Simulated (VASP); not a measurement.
Input of a VASP 6.6.1 run:

The input INCAR:

```
SYSTEM = NiO
ALGO = Normal ; EDIFF = 1E-7
ENCUT = 520 ; GGA = PE
ISIF = 2 ; ISMEAR = -1
ISPIN = 2 ; LASPH = .TRUE.
LCHARG = .TRUE. ; LDAU = .TRUE.
LDAUJ = 0 0 ; LDAUL = -1 2
LDAUPRINT = 1 ; LDAUTYPE = 2
LDAUU = 0 6.6 ; LELF = .TRUE.
LMAXMIX = 4 ; LORBIT = 11
LREAL = .FALSE. ; LVHAR = .TRUE.
LWAVE = .FALSE. ; MAGMOM = 0 0 2 0
NBANDS = 28 ; NELM = 150
PREC = Accurate ; SIGMA = 0.03
```

File KPOINTS:

```
k-points
0
G
  8 8 8
  0 0 0
```

POSCAR

```
NiO
1.0
    4.1771000000      2.0885500000      2.0885500000
    2.0885500000      4.1771000000      2.0885500000
    2.0885500000      2.0885500000      4.1771000000
O Ni
2 2
Direct
    0.2500000000      0.2500000000      0.2500000000
    0.7500000000      0.7500000000      0.7500000000
    0.0000000000      0.0000000000      0.0000000000
    0.5000000000      0.5000000000      0.5000000000
```

Potentials or basis: VASP PAW PBE potentials, release 64 (O, Ni).

The run is started by

```sh
$ cat potpaw_PBE.64/O/POTCAR potpaw_PBE.64/Ni/POTCAR > POTCAR
$ mpirun -np 1 vasp_std > vasp.out
```

(1) Estimate the pressure.

(2) Predict the site moments.

(3) What does it give for the net moment?

## Answers

(1) -3.8 GPa.

(2) O +0.04; Ni +1.74, +0.07 μB.

(3) 1.88 μB per cell.

Caveat: the cell stands under tension.
